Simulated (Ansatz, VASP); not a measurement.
**Y: VASP beside Ansatz**

File INCAR:

```
SYSTEM = Y
PREC = Accurate ; ENCUT = 520
EDIFF = 1E-6 ; ISMEAR = 0
SIGMA = 0.15 ; LREAL = .FALSE.
LASPH = .TRUE. ; NELM = 60
ALGO = Normal ; ISIF = 2
LWAVE = .FALSE. ; LCHARG = .FALSE.
GGA = PS ; NBANDS = 12
```

KPOINTS

```
regular mesh
0
G
  16 16 16
  0 0 0
```

The input POSCAR:

```
Y
1.0
    0.0000000000      2.5844000000      2.5844000000
    2.5844000000      0.0000000000      2.5844000000
    2.5844000000      2.5844000000      0.0000000000
Y
1
Direct
    0.0000000000      0.0000000000      0.0000000000
```

Input for Ansatz:

```yaml
crystal:
  lattice:
    - [0.0, 2.5844, 2.5844]
    - [2.5844, 0.0, 2.5844]
    - [2.5844, 2.5844, 0.0]
  atoms:
    - { symbol: "Y", position: [0.0, 0.0, 0.0] }
basis:
  ecutwfc: 420
kpoints:
  mp_grid: { grid: [16, 16, 16] }
hamiltonian:
  xc: pbesol
scf:
  occupations: { method: gaussian, width: 0.15 }
output:
  forces: true
  stress: true
  eigenvalues: true
```

Change from the starting cell: strain +0.040 along x and y, +0.040 along z, atoms carried along.

Alike in both runs: task single point; functional PBEsol; k mesh 16 × 16 × 16; occupations gaussian, width 0.15 eV; no spin polarisation.

|  | VASP | Ansatz |
| --- | --- | --- |
| version | VASP 6.6.1 | Ansatz 0.2.0 |
| potentials or method | VASP PAW PBE potentials, release 64 (Y_sv), cutoff 520 eV | scalar-relativistic, plane waves, PAW |
| valence electrons in the cell | 11 | 11 |

VASP gave:

```
gap on the k mesh at the Fermi level (eV) : none
pressure (GPa)                            : -4.0
```

Problem. Estimate Ansatz's values.

Solution. gap on the k mesh at the Fermi level (eV): none; pressure (GPa): -3.9.

VASP's potentials were made for PBE, not for PBEsol. A gap of «none» marks a metal or a gap that the smearing closes.
